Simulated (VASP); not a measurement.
# Ta2C (P-3m1) in VASP: single point with r2SCAN

Aim: the single point of Ta2C with r2SCAN.

Program: VASP 6.6.1. These are calculated values, not measurements. Logs are shortened: lines on timing, memory, paths and dates and some standing lists are left out, and cuts for length are marked.

**1. The cell of the first run**

The structure is trigonal, space group P-3m1 (No. 164). Conventional cell: a = 3.110 Å, b = 3.110 Å, c = 4.943 Å, α = 90.00°, β = 90.00°, γ = 120.00°. Ta (site symmetry 3m) has 3 C at 2.19 Å within 2.9 Å. C (site symmetry -3m) has 6 Ta at 2.19 Å within 2.9 Å.

**2. Single point, r2SCAN**

POSCAR

```
Ta2C
1.0
    3.1100499558      0.0000000000      0.0000000000
   -1.5550249779      2.6933822688      0.0000000000
    0.0000000000      0.0000000000      4.9427317648
Ta C
2 1
Direct
    0.3333333333      0.6666666667      0.2535569977
    0.6666666667      0.3333333333      0.7464430023
    0.0000000000      0.0000000000      0.0000000000
```

INCAR.step1

```
SYSTEM = Ta2C
ALGO = Normal ; EDIFF = 1E-4
ENCUT = 520 ; GGA = PE
ISMEAR = 0 ; LASPH = .TRUE.
LCHARG = .FALSE. ; LREAL = .FALSE.
LWAVE = .TRUE. ; NBANDS = 20
NELM = 60 ; PREC = Accurate
SIGMA = 0.1
```

INCAR.step2

```
SYSTEM = Ta2C
ALGO = Normal ; EDIFF = 1E-7
ENCUT = 520 ; ISIF = 2
ISMEAR = 0 ; ISTART = 1
LASPH = .TRUE. ; LCHARG = .FALSE.
LMIXTAU = .TRUE. ; LREAL = .FALSE.
LWAVE = .FALSE. ; METAGGA = R2SCAN
NBANDS = 20 ; NELM = 60
PREC = Accurate ; SIGMA = 0.1
```

KPOINTS

```
k-points
0
G
  18 18 10
  0 0 0
```

Potentials or basis: VASP PAW PBE potentials, release 64 (Ta_pv, C).

On the command line:

```sh
> cat potpaw_PBE.64/Ta_pv/POTCAR potpaw_PBE.64/C/POTCAR > POTCAR
> cp INCAR.step1 INCAR
> mpirun -np 1 vasp_std > vasp.out
> cp INCAR.step2 INCAR
> mpirun -np 1 vasp_std > vasp.out
```

OUTCAR:

```text
SYSTEM = Ta2C
   EDIFF = 1E-7
   ENCUT = 520
   ISIF = 2
   ISMEAR = 0
   ISTART = 1
   LASPH = .TRUE.
   LREAL = .FALSE.
   METAGGA = R2SCAN
   NELM = 60
   PREC = Accurate

 ion  position               nearest neighbor table
   1  0.333  0.667  0.254-   3 2.19   3 2.19   3 2.19   2 3.03   2 3.03   2 3.03   2 3.08   2 3.08
                             2 3.08
   2  0.667  0.333  0.746-   3 2.19   3 2.19   3 2.19   1 3.03   1 3.03   1 3.03   1 3.08   1 3.08
                             1 3.08
   3  0.000  0.000  0.000-   1 2.19   2 2.19   2 2.19   1 2.19   2 2.19   1 2.19

  LATTYP: Found a hexagonal cell.
 ALAT       =     3.1100499558
 C/A-ratio  =     1.5892772898

  Lattice vectors:

 A1 = (   3.1100499558,   0.0000000000,   0.0000000000)
 A2 = (  -1.5550249779,   2.6933822688,   0.0000000000)
 A3 = (   0.0000000000,   0.0000000000,   4.9427317648)

Analysis of symmetry for initial positions (statically):
=====================================================================
 Subroutine PRICEL returns:
 Original cell was already a primitive cell.

 Routine SETGRP: Setting up the symmetry group for a
 hexagonal supercell.

 Subroutine GETGRP returns: Found 12 space group operations
 (whereof 12 operations were pure point group operations)
 out of a pool of 24 trial point group operations.

The static configuration has the point symmetry D_3d.

Analysis of symmetry for dynamics (positions and initial velocities):
=====================================================================
 Subroutine PRICEL returns:
 Original cell was already a primitive cell.

 Routine SETGRP: Setting up the symmetry group for a
 hexagonal supercell.

 Subroutine GETGRP returns: Found 12 space group operations
 (whereof 12 operations were pure point group operations)
 out of a pool of 24 trial point group operations.

The dynamic configuration has the point symmetry D_3d.

 Subroutine INISYM returns: Found 12 space group operations
 (whereof 12 operations are pure point group operations),
 and found     1 'primitive' translations

----------------------------------------------------------------------------------------

                                     Primitive cell

  volume of cell :      41.4031

  direct lattice vectors                    reciprocal lattice vectors
     3.110049956  0.000000000  0.000000000     0.321538244  0.185640191  0.000000000
    -1.555024978  2.693382269  0.000000000     0.000000000  0.371280383  0.000000000
     0.000000000  0.000000000  4.942731765     0.000000000  0.000000000  0.202317271

  length of vectors
     3.110049956  3.110049956  4.942731765     0.371280383  0.371280383  0.202317271

  position of ions in fractional coordinates (direct lattice)
     0.333333333  0.666666667  0.253556998
     0.666666667  0.333333333  0.746443002
     0.000000000  0.000000000  0.000000000

  ion indices of the primitive-cell ions
   primitive index   ion index
                 1           1
                 2           2
                 3           3

----------------------------------------------------------------------------------------

 KPOINTS: k-points

Automatic generation of k-mesh.
 Grid dimensions read from file:
 generate k-points for:   18   18   10

 Generating k-lattice:

  Cartesian coordinates                     Fractional coordinates (reciprocal lattice)
     0.017863236  0.010313344  0.000000000     0.055555556 -0.000000000  0.000000000
     0.000000000  0.020626688  0.000000000     0.000000000  0.055555556  0.000000000
     0.000000000  0.000000000  0.020231727     0.000000000  0.000000000  0.100000000

  Length of vectors
     0.020626688  0.020626688  0.020231727

  Shift w.r.t. Gamma in fractional coordinates (k-lattice)
     0.000000000  0.000000000  0.000000000

 Subroutine IBZKPT returns following result:
 ===========================================

 Found    330 irreducible k-points:

 Following reciprocal coordinates:
            Coordinates               Weight
  0.000000  0.000000  0.000000      1.000000
  0.055556  0.000000  0.000000      6.000000
  0.111111  0.000000  0.000000      6.000000
  0.166667  0.000000  0.000000      6.000000
  0.222222  0.000000  0.000000      6.000000
  0.277778  0.000000  0.000000      6.000000
[... 16 lines left out ...]
  0.333333  0.111111  0.000000     12.000000
  0.388889  0.111111  0.000000     12.000000
 [... further k-points ...]
   k-points           NKPTS =    330   k-points in BZ     NKDIM =    330   number of bands    NBANDS=     20
   number of dos      NEDOS =    301   number of ions     NIONS =      3
   total plane-waves  NPLWV =  23040
   dimension x,y,z NGX =    24 NGY =   24 NGZ =   40
   dimension x,y,z NGXF=    48 NGYF=   48 NGZF=   80
   ions per type =               2   1
   NGX,Y,Z   is equivalent  to a cutoff of  12.83, 12.83, 13.45 a.u.
   NGXF,Y,Z  is equivalent  to a cutoff of  25.66, 25.66, 26.91 a.u.
 SYSTEM =  Ta2C
   PREC   = accura    normal or accurate (medium, high low for compatibility)
   ISTART =      1    job   : 0-new  1-cont  2-samecut
   ICHARG =      0    charge: 1-file 2-atom 10-const
   ISPIN  =      1    spin polarized calculation?
   LNONCOLLINEAR =      F non collinear calculations
   LSORBIT =      F    spin-orbit coupling
   LASPH  =      T    aspherical Exc in radial PAW
   ENCUT  =  520.0 eV  38.22 Ry    6.18 a.u.   5.78  5.78  9.19*2*pi/ulx,y,z
   NELM   =     60;   NELMIN=  2; NELMDL=  0     # of ELM steps
   EDIFF  = 0.1E-06   stopping-criterion for ELM
   LREAL  =      F    real-space projection
   EDIFFG = 0.1E-05   stopping-criterion for IOM
   NSW    =      0    number of steps for IOM
   IBRION =     -1    ionic relax: 0-MD 1-quasi-New 2-CG
   NFREE  =      0    steps in history (QN), initial steepest desc. (CG)
   ISIF   =      2    stress and relaxation
   ISYM   =      2    0-nonsym 1-usesym 2-fastsym
   POTIM  = 0.5000    time-step for ionic-motion
   TEBEG  =    0.0;   TEEND  =   0.0 temperature during run
   PSTRESS=    0.0 pullay stress
   NELECT =      26.0000    total number of electrons
   NUPDOWN=      -1.0000    fix difference up-down
   EMIN   =  10.00;   EMAX   =-10.00  energy-range for DOS
   EFERMI =   0.00;   METHOD = LEGACY
   ISMEAR =     0;   SIGMA  =   0.10  broadening in eV -4-tet -1-fermi 0-gaus
   EFERMI_NEDOS =   21; number of points for ismear=-14 and -15
   IALGO  =     38    algorithm
   IMIX   =      4    mixing-type and parameters
     AMIX     =   0.40;   BMIX     =  1.00
     AMIX_MAG =   1.60;   BMIX_MAG =  1.00
  volume/ion in A,a.u.               =      13.80        93.13
  Fermi-wavevector in a.u.,A,eV,Ry     =   1.401915  2.649236 26.740439  1.965367
  Thomas-Fermi vector in A             =   2.524729
   LORBIT       =      0    0 simple, 1 ext, 2 COOP (PROOUT), +10 PAW based schemes
   METAGGA = R2SCAN    functional components
   LHFCALC =     F    Hartree Fock is set to
   AEXX    =    0.0000 exact exchange contribution
   IVDW    =     0    specifies the selected vdW correction
   LEPSILON=     F    determine dielectric tensor
   LRPA    =     F    only Hartree local field effects (RPA)
 non-spin polarized calculation
 Gauss-broadening in eV      SIGMA  =   0.10
  energy-cutoff  :      520.00
  volume of cell :       41.40
 maximum number of plane-waves:      1134
   NGX = 11   NGY = 11   NGZ = 19

 number of electron      25.9999999 magnetization

 Free energy of the ion-electron system (eV)
  ---------------------------------------------------
  ext. energy  EPLUGINS =         0.00000000
  ---------------------------------------------------
  free energy    TOTEN  =      -109.16634654 eV

  energy without entropy =     -109.16289173  energy(sigma->0) =     -109.16461913

 E-fermi :   6.5729     XC(G=0): -13.8547

 val. band max:        6.5691864076   @ k =  -0.1667   0.5000   0.4000
 cond. band min:       6.5778030488   @ k =   0.0000   0.0556   0.3000
 fundamental gap:      0.0086166411
 Fermi energy:         6.5728608720

 k-point     1 :       0.0000    0.0000    0.0000
  band No.  band energies     occupation
      1     -29.6575      2.00000
      2     -28.9528      2.00000
      3     -28.9528      2.00000
      4     -28.8382      2.00000
      5     -28.8382      2.00000
      6     -28.7490      2.00000
[... 12 lines left out ...]
     19       9.4454      0.00000
     20      14.2794      0.00000

 k-point     2 :       0.0556    0.0000    0.0000
  band No.  band energies     occupation
      1     -29.6487      2.00000
      2     -28.9720      2.00000
      3     -28.9596      2.00000
      4     -28.8571      2.00000
      5     -28.8399      2.00000
      6     -28.7522      2.00000
[... 12 lines left out ...]
     19       9.8404      0.00000
     20      14.3736      0.00000

 k-point     3 :       0.1111    0.0000    0.0000
  band No.  band energies     occupation
      1     -29.6228      2.00000
      2     -29.0270      2.00000
      3     -28.9786      2.00000
      4     -28.9108      2.00000
      5     -28.8453      2.00000
      6     -28.7618      2.00000
[... 12 lines left out ...]
     19      10.6728      0.00000
     20      14.3883      0.00000

 k-point     4 :       0.1667    0.0000    0.0000
  band No.  band energies     occupation
      1     -29.5815      2.00000
      2     -29.1111      2.00000
      3     -29.0064      2.00000
      4     -28.9910      2.00000
      5     -28.8547      2.00000
      6     -28.7786      2.00000
[... 12 lines left out ...]
     19      11.5982      0.00000
     20      14.1480      0.00000

 k-point     5 :       0.2222    0.0000    0.0000
  band No.  band energies     occupation
      1     -29.5277      2.00000
      2     -29.2136      2.00000
      3     -29.0864      2.00000
      4     -29.0390      2.00000
      5     -28.8675      2.00000
      6     -28.8027      2.00000
[... 12 lines left out ...]
     19      12.4848      0.00000
     20      13.8427      0.00000

 k-point     6 :       0.2778    0.0000    0.0000
  band No.  band energies     occupation
      1     -29.4659      2.00000
      2     -29.3209      2.00000
      3     -29.1848      2.00000
      4     -29.0723      2.00000
      5     -28.8823      2.00000
      6     -28.8342      2.00000
[... 12 lines left out ...]
     19      13.1783      0.00000
     20      13.6844      0.00000

 k-point     7 :       0.3333    0.0000    0.0000
  band No.  band energies     occupation
      1     -29.4361      2.00000
      2     -29.3847      2.00000
      3     -29.2745      2.00000
      4     -29.1027      2.00000
      5     -28.8968      2.00000
      6     -28.8717      2.00000
[... 12 lines left out ...]
     19      13.2015      0.00000
     20      13.7368      0.00000
[... 277 lines left out ...]
 k-point    20 :       0.1667    0.1111    0.0000
  band No.  band energies     occupation
      1     -29.5055      2.00000
      2     -29.2170      2.00000
      3     -29.1717      2.00000
      4     -29.0130      2.00000
      5     -28.8999      2.00000
      6     -28.8131      2.00000
[... 12 lines left out ...]
     19      12.5119      0.00000
     20      13.8683      0.00000

 k-point    21 :       0.2222    0.1111    0.0000
  band No.  band energies     occupation
      1     -29.4456      2.00000
      2     -29.3169      2.00000
      3     -29.2386      2.00000
      4     -29.0629      2.00000
      5     -28.9212      2.00000
      6     -28.8448      2.00000
[... 12 lines left out ...]
     19      12.9906      0.00000
     20      13.7432      0.00000

 k-point    22 :       0.2778    0.1111    0.0000
  band No.  band energies     occupation
      1     -29.4248      2.00000
      2     -29.3676      2.00000
      3     -29.2975      2.00000
      4     -29.1113      2.00000
      5     -28.9403      2.00000
      6     -28.8827      2.00000
[... 12 lines left out ...]
     19      13.1109      0.00000
     20      13.4263      0.00000

 k-point    23 :       0.3333    0.1111    0.0000
  band No.  band energies     occupation
      1     -29.4954      2.00000
      2     -29.3474      2.00000
      3     -29.3076      2.00000
      4     -29.1506      2.00000
      5     -28.9558      2.00000
      6     -28.9240      2.00000
[... 12 lines left out ...]
     19      12.8439      0.00000
     20      13.0572      0.00000

 k-point    24 :       0.3889    0.1111    0.0000
  band No.  band energies     occupation
      1     -29.5443      2.00000
      2     -29.3777      2.00000
      3     -29.2574      2.00000
      4     -29.1760      2.00000
      5     -28.9663      2.00000
      6     -28.9603      2.00000
[... 12 lines left out ...]
     19      12.3914      0.00000
     20      12.7761      0.00000

 [... further k-points ...]
[... 5 lines left out ...]
  --------------------------------------------------------------------------------------
  -------------------------------------------------------------------------------------
  Total        0.2265941      0.2265941      0.2108993      0.0000000      0.0000000      0.0000000
  in kB        8.7685286      8.7685286      8.1611867      0.0000000      0.0000000      0.0000000
  external PRESSURE =       8.5660813 kB  Pullay stress =       0.0000000 kB

 VOLUME and BASIS-vectors are now :
 -----------------------------------------------------------------------------
  energy-cutoff  :      520.00
  volume of cell :       41.40
      direct lattice vectors                 reciprocal lattice vectors
     3.110049956  0.000000000  0.000000000     0.321538244  0.185640191  0.000000000
    -1.555024978  2.693382269  0.000000000     0.000000000  0.371280383  0.000000000
     0.000000000  0.000000000  4.942731765     0.000000000  0.000000000  0.202317271

 POSITION                                       TOTAL-FORCE (eV/Angst)
 -----------------------------------------------------------------------------------
     -0.00000      1.79559      1.25326        -0.000000     -0.000000      0.046322
      1.55502      0.89779      3.68947         0.000000      0.000000     -0.046322
      0.00000      0.00000      0.00000        -0.000000      0.000000      0.000000
 -----------------------------------------------------------------------------------
    total drift:                                0.000000     -0.000000      0.000000

  FREE ENERGIE OF THE ION-ELECTRON SYSTEM (eV)
  ---------------------------------------------------
  free  energy   TOTEN  =      -109.1663465380 eV

  energy  without entropy=     -109.1628917257  energy(sigma->0) =     -109.16461913
```

Wall time 29 min (1 thread of Oxide Virtual Turin-like, shared host); peak memory 0.33 GiB.

What came out:

| Property | Result |
| --- | --- |
| Free energy | -109.1663 eV |
| Pressure | 0.9 GPa |
| Largest force | 0.046 eV/Å |
| Band gap on the k mesh | zero (bands 13 and 14 overlap by 0.78 eV) |

Forces on the atoms (eV/Å):
```
Ta   0.000  0.000  0.046
Ta   0.000  0.000 -0.046
C    0.000  0.000  0.000
```

Caveat: the PAW data sets were made with another functional, which shifts forces and pressure a little; spin-orbit coupling is left out, which moves the levels of the heavy elements.
